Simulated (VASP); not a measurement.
The system is CdS (Greenockite).

```xyz
4
Lattice="4.1500 0.0000 0.0000 -2.0750 3.5940 0.0000 0.0000 0.0000 6.7370" Properties=species:S:1:pos:R:3 pbc="T T T"
Cd    0.0000    2.3960   -0.0069
Cd    2.0750    1.1980    3.3616
S     0.0000    2.3960    2.5333
S     2.0750    1.1980    5.9018
```

Base run:

```yaml
Program: VASP 6.6.1
Functional: PBEsol
Potentials_or_basis: VASP PAW PBE potentials, release 64 (Cd, S)
Cutoff: 520 eV
k_mesh: 12 × 12 × 7
Occupations: fermi-dirac, width 0.02 eV
Spin: no spin polarisation
```

Its results: band gap on the k mesh 1.06 eV, direct; pressure -0.6 GPa.

Question: The run is repeated on the same cell with these changes: functional from PBEsol to r2SCAN. What comes out?

Answer: Band gap on the k mesh 1.66 eV, direct; pressure 1.0 GPa.

r2SCAN gives the wider gap, since meta-GGAs in the generalised Kohn-Sham scheme recover part of the derivative discontinuity.

Caveats: the PAW data sets were made with another functional, which shifts forces and pressure a little.

A k mesh can miss the band edges.
